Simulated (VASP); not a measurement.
# RbBr (Pm-3m) in VASP: a series of runs, part 2 of 2

VASP 6.6.1. Earlier steps stand in the parts before.

## (4) Relaxation of cell and atoms, PBEsol, target pressure 2 GPa, at which the enthalpy is minimised

This run uses another cell than the first one, of 33.71 Å³/atom.

The input, INCAR:

```
  ALGO = Normal
  EDIFF = 1E-6
  EDIFFG = -0.002
  ENCUT = 600
  GGA = PS
  IBRION = 2
  ISIF = 3
  ISMEAR = 0
  LASPH = True
  LCHARG = False
  LREAL = False
  LWAVE = False
  NELM = 100
  NSW = 100
  PREC = Accurate
  PSTRESS = 20.0
  SIGMA = 0.01
```

The input, KPOINTS:

```
k-points
0
Gamma
  6 6 6
```

The input, POSCAR:

```
RbBr
1.0
    4.0700891042      0.0000000000      0.0000000000
    0.0000000000      4.0700891042      0.0000000000
    0.0000000000      0.0000000000      4.0700891042
Rb Br
1 1
Direct
    0.0000000000      0.0000000000      0.0000000000
    0.5000000000      0.5000000000      0.5000000000
```

Run with:

```
> cat potpaw_PBE.64/Rb_sv/POTCAR potpaw_PBE.64/Br/POTCAR > POTCAR
> mpirun -np 1 vasp_std > vasp.out
```

Wall time 25 s (1 thread of Intel Xeon 6975P-C (Granite Rapids), shared host); peak memory 0.22 GiB.

Results (log left out):

| Item | Value |
| --- | --- |
| Free energy | -6.2669 eV |
| Relaxed volume | 30.88 Å³/atom |
| Relaxed cell | a = 3.953 Å, b = 3.953 Å, c = 3.953 Å, α = 90.00°, β = 90.00°, γ = 90.00° |
| Space group after relaxing (to 0.1 Å) | Pm-3m (No. 221) |
| Energy change on relaxing (the run minimises the enthalpy) | +17.1 meV/atom |
| Ionic steps | 4 |
| Pressure after relaxing | 2.0 GPa |
| Band gap on the k mesh | 4.37 eV (least direct gap 4.53 eV) |

The path:
| step | energy change (eV) | largest force (eV/Å) | pressure (GPa) | volume (Å³) |
| --- | --- | --- | --- | --- |
| 1 | 0.0000 | 0.0000 | 0.09 | 67.42 |
| 2 | 0.0156 | 0.0000 | 1.28 | 63.57 |
| 3 | 0.0328 | 0.0000 | 1.96 | 61.87 |
| 4 | 0.0341 | 0.0000 | 2.00 | 61.76 |

Final structure:
```
Rb Br
1.0
     3.95273    0.00000    0.00000
     0.00000    3.95273    0.00000
     0.00000    0.00000    3.95273
Rb Br
1 1
Direct
  0.00000 0.00000 0.00000
  0.50000 0.50000 0.50000
```

Levels at points of the mesh, in eV from the valence-band top:
| k point | band 4 | band 5 | band 6 | band 7 | band 8 | band 9 | band 10 | band 11 | band 12 |
| --- | --- | --- | --- | --- | --- | --- | --- | --- | --- |
| (0.00, 0.00, 0.00) | -8.85 | -8.85 | -0.15 | -0.15 | -0.15 | 4.37 | 5.26 | 5.26 | 10.23 |
| (0.50, 0.00, 0.00) | -8.76 | -8.76 | -2.13 | -0.31 | -0.31 | 6.77 | 7.57 | 8.26 | 8.56 |
| (0.50, 0.50, 0.00) | -9.32 | -8.71 | -1.21 | -1.21 | 0.00 | 5.19 | 6.18 | 7.95 | 7.95 |
| (0.50, 0.50, 0.50) | -9.17 | -9.17 | -1.72 | -1.72 | -1.72 | 8.55 | 8.55 | 8.55 | 9.95 |

Caveat: the cell is relaxed towards a set pressure, so the run minimises the enthalpy, not the energy; the PAW data sets were made with another functional, which shifts forces and pressure a little. A k mesh can miss the band edges.

## (5) Relaxation of cell and atoms, PBEsol, target pressure 4 GPa, at which the enthalpy is minimised

This run uses another cell than the first one, of 33.71 Å³/atom.

The input, INCAR:

```
SYSTEM = RbBr
PREC = Accurate
ENCUT = 600
EDIFF = 1E-6
ISMEAR = 0
SIGMA = 0.01
LREAL = .False.
LASPH = .True.
NELM = 80
ALGO = Normal
ISIF = 3
LWAVE = .False.
LCHARG = .False.
GGA = PS
IBRION = 2
NSW = 100
EDIFFG = -0.002
PSTRESS = 40.0
```

The input, KPOINTS:

```
Automatic mesh
0
Gamma
  6 6 6
  0 0 0
```

POSCAR is that of step 4.

Potentials or basis: VASP PAW PBE potentials, release 64 (Rb_sv, Br).

Run with:

```
> cat potpaw_PBE.64/Rb_sv/POTCAR potpaw_PBE.64/Br/POTCAR > POTCAR
> mpirun -np 1 vasp_std > vasp.out
```

OUTCAR:

```text
SYSTEM = RbBr
   PREC = Accurate
   ENCUT = 600
   EDIFF = 1E-6
   ISMEAR = 0
   LREAL = .False.
   LASPH = .True.
   NELM = 80
   ISIF = 3
   GGA = PS
   IBRION = 2
   NSW = 100
   EDIFFG = -0.002
   PSTRESS = 40.0

 ion  position               nearest neighbor table
   1  0.000  0.000  0.000-   2 3.52   2 3.52   2 3.52   2 3.52   2 3.52   2 3.52   2 3.52   2 3.52

   2  0.500  0.500  0.500-   1 3.52   1 3.52   1 3.52   1 3.52   1 3.52   1 3.52   1 3.52   1 3.52

  LATTYP: Found a simple cubic cell.
 ALAT       =     4.0700891042

  Lattice vectors:

 A1 = (   4.0700891042,   0.0000000000,   0.0000000000)
 A2 = (   0.0000000000,   4.0700891042,   0.0000000000)
 A3 = (   0.0000000000,   0.0000000000,   4.0700891042)

Analysis of symmetry for initial positions (statically):
=====================================================================
 Subroutine PRICEL returns:
 Original cell was already a primitive cell.

 Routine SETGRP: Setting up the symmetry group for a
[... 180 lines left out ...]
      5      -9.5265      2.00000
      6      -0.7258      2.00000
      7      -0.7258      2.00000
      8      -0.7258      2.00000
      9       3.4719      0.00000
     10       4.8374      0.00000
     11       4.8374      0.00000
     12       9.4422      0.00000
[... 472 lines left out ...]
--------------------------------------- Ionic step        6  -------------------------------------------

 number of electron      16.0000001 magnetization

 Free energy of the ion-electron system (eV)
  ---------------------------------------------------
  ext. energy  EPLUGINS =         0.00000000
  ---------------------------------------------------
  free energy    TOTEN  =        -6.19677811 eV

  energy without entropy =       -6.19677811  energy(sigma->0) =       -6.19677811

 E-fermi :   0.4356     XC(G=0):  -8.9904

 val. band max:        0.2821771408   @ k =   0.5000   0.5000   0.0000
 cond. band min:       4.9355809341   @ k =   0.0000   0.0000   0.0000
 fundamental gap:      4.6534037933
 Fermi energy:         0.4356493065

 k-point     1 :       0.0000    0.0000    0.0000
  band No.  band energies     occupation
      1     -24.5493      2.00000
      2     -12.7345      2.00000
      3      -8.4999      2.00000
      4      -8.4999      2.00000
      5      -8.4999      2.00000
      6       0.1365      2.00000
      7       0.1365      2.00000
      8       0.1365      2.00000
      9       4.9356      0.00000
     10       5.4038      0.00000
     11       5.4038      0.00000
     12      10.6676      0.00000
[... 316 lines left out ...]
  energy  without entropy=       -6.1967781089  energy(sigma->0) =       -6.19677811

  enthalpy is  TOTEN    =        -4.7504276195 eV   P V=        1.4463504895

 reached required accuracy - stopping structural energy minimisation
```

Wall time 32 s (1 thread of Intel Xeon 6975P-C (Granite Rapids), shared host); peak memory 0.22 GiB.

What came out:

```yaml
Free_energy: -6.1968 eV
Relaxed_volume: 28.97 Å³/atom
Relaxed_cell: a = 3.869 Å, b = 3.869 Å, c = 3.869 Å, α = 90.00°, β = 90.00°, γ = 90.00°
Space_group_after_relaxing_to_0.1_Å: Pm-3m (No. 221)
Energy_change_on_relaxing_the_run_minimises_the_enthalpy: +52.1 meV/atom
Ionic_steps: 6
Pressure_after_relaxing: 4.0 GPa
Band_gap_on_the_k_mesh: 4.65 eV (least direct gap 4.80 eV)
```

The path:
```
step  energy change (eV)  largest force (eV/Å)  pressure (GPa)  volume (Å³)
   1              0.0000                0.0000            0.09        67.42
   2              0.0659                0.0000            2.98        59.70
   3              0.1026                0.0000            3.95        58.00
   4              0.1071                0.0000            4.06        57.82
   5              0.1048                0.0000            4.01        57.91
   6              0.1042                0.0000            3.99        57.93
```

Final structure:
```
Rb Br
1.0
     3.86938    0.00000    0.00000
     0.00000    3.86938    0.00000
     0.00000    0.00000    3.86938
Rb Br
1 1
Cartesian
  0.0000 0.0000 0.0000
  1.9347 1.9347 1.9347
```

Caveat: the cell is relaxed towards a set pressure, so the run minimises the enthalpy, not the energy; the PAW data sets were made with another functional, which shifts forces and pressure a little. A k mesh can miss the band edges.

## (6) The runs side by side

| task | cell | cutoff (eV) | gap on the mesh (eV) | pressure (GPa) |
| --- | --- | --- | --- | --- |
| single point | a = 4.004 Å, 2 atoms | 520 | 4.22 | 1.1 |
| relaxation of cell and atoms | relaxed to 1 GPa from a = 4.070 Å, 2 atoms | 600 | 4.21 | 1.0 |
| relaxation of cell and atoms | relaxed to 2 GPa from a = 4.070 Å, 2 atoms | 600 | 4.37 | 2.0 |
| relaxation of cell and atoms | relaxed to 4 GPa from a = 4.070 Å, 2 atoms | 600 | 4.65 | 4.0 |

Alike in all rows: level PBEsol; potentials or basis VASP PAW PBE potentials, release 64 (Rb_sv, Br); no spin polarisation; k mesh 6 × 6 × 6; smearing gaussian 0.01 eV.

Caveats: the PAW data sets were made with another functional, which shifts forces and pressure a little; the cell is relaxed towards a set pressure, so the run minimises the enthalpy, not the energy (at least some runs).

Total energies depend on the potentials used, so only differences within one code and one set of settings carry meaning.
